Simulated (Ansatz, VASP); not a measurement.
## One calculation of B2O, two programs

INCAR

```
SYSTEM = B2O
PREC = Accurate
ENCUT = 520
EDIFF = 1E-7
ISMEAR = 1
SIGMA = 0.3
LREAL = .FALSE.
LASPH = .TRUE.
NELM = 100
ALGO = Normal
ISIF = 2
LWAVE = .FALSE.
LCHARG = .FALSE.
GGA = CA
NBANDS = 21
```

The input KPOINTS:

```
Automatic mesh
0
G
  9 9 4
  0 0 0
```

The input POSCAR:

```
B2O
1.0
    2.8790000000      0.0000000000      0.0000000000
   -1.4395000000      2.4932871400      0.0000000000
    0.0000000000      0.0000000000      7.0520000000
B O
4 2
Direct
    0.0000000000      0.0000000000      0.3800000000
    0.0000000000      0.0000000000      0.6200000000
    0.6666666667      0.3333333333      0.0230000000
    0.3333333333      0.6666666667      0.9770000000
    0.6666666667      0.3333333333      0.3060000000
    0.3333333333      0.6666666667      0.6940000000
```

Input for Ansatz:

```yaml
crystal:
  lattice:
    - [2.879, 0.0, 0.0]
    - [-1.4395, 2.49328714, 0.0]
    - [0.0, 0.0, 7.052]
  atoms:
    - { symbol: B, position: [0.0, 0.0, 0.38] }
    - { symbol: B, position: [0.0, 0.0, 0.62] }
    - { symbol: B, position: [0.6666666666666666, 0.3333333333333333, 0.023] }
    - { symbol: B, position: [0.3333333333333333, 0.6666666666666666, 0.977] }
    - { symbol: O, position: [0.6666666666666666, 0.3333333333333333, 0.30600000000000005] }
    - { symbol: O, position: [0.3333333333333333, 0.6666666666666666, 0.694] }
kpoints:
  mp_grid:
    grid: [9, 9, 4]
hamiltonian:
  xc: lda
scf:
  occupations:
    method: methfessel_paxton
    width: 0.3
output:
  forces: true
  stress: true
```

Alike in both runs: task single point; functional LDA; k mesh 9 × 9 × 4; occupations methfessel-paxton of order 1, width 0.3 eV; no spin polarisation.

```csv
,VASP,Ansatz
version,VASP 6.6.1,Ansatz 0.2.0
potentials or method,"VASP PAW LDA potentials, release 64 (B, O)","plane waves, PAW"
plane-wave cutoff (eV),520,420
valence electrons in the cell,24,24
```

VASP gave:

```
pressure (GPa)                                                : -27.4
traceless stress, the component that is largest in VASP (GPa) : 19.55
rms of the force components (eV/Å)                            : 0.054
```

What did Ansatz give for the same quantities?

Pressure (GPa): -27.6; traceless stress, the component that is largest in VASP (GPa): 19.87; rms of the force components (eV/Å): 0.046.

LDA's correlation is that of Perdew and Zunger in VASP and of Perdew and Wang (1992) in Ansatz. Atom by atom the forces differ by 0.009 eV/Å (rms over components).
